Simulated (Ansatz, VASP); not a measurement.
Two plane-wave programs on NbSi2

```
Nb Si
1.0
     4.79527    0.00000    0.00000
    -2.39763    4.15283    0.00000
     0.00000    0.00000    6.58200
Nb Si
3 6
Direct
  0.50000 0.00000 0.00000
  0.50000 0.50000 0.66667
  0.00000 0.50000 0.33333
  0.15865 0.31730 0.00000
  0.84135 0.15865 0.66667
  0.68270 0.84135 0.33333
  0.84135 0.68270 0.00000
  0.15865 0.84135 0.66667
  0.31730 0.15865 0.33333
```

Alike in both runs: task single point; functional r2SCAN; k mesh 8 × 8 × 5; occupations fermi-dirac, width 0.1 eV; no spin polarisation.

```csv
,VASP,Ansatz
version,VASP 6.6.1,Ansatz 0.2.0
potentials or method,"VASP PAW PBE potentials, release 64 (Nb_sv, Si), cutoff 520 eV",PAW plane waves
valence electrons in the cell,63,63
```

```csv
,VASP,Ansatz,Ansatz less VASP
pressure (GPa),-0.2,0.0,+0.26
"traceless stress, the component that is largest in VASP (GPa)",-0.07,-0.01,+0.054
```

VASP's potentials were made for PBE, not for r2SCAN. The functional is the same, so the differences come from potentials, cutoffs and numerics.
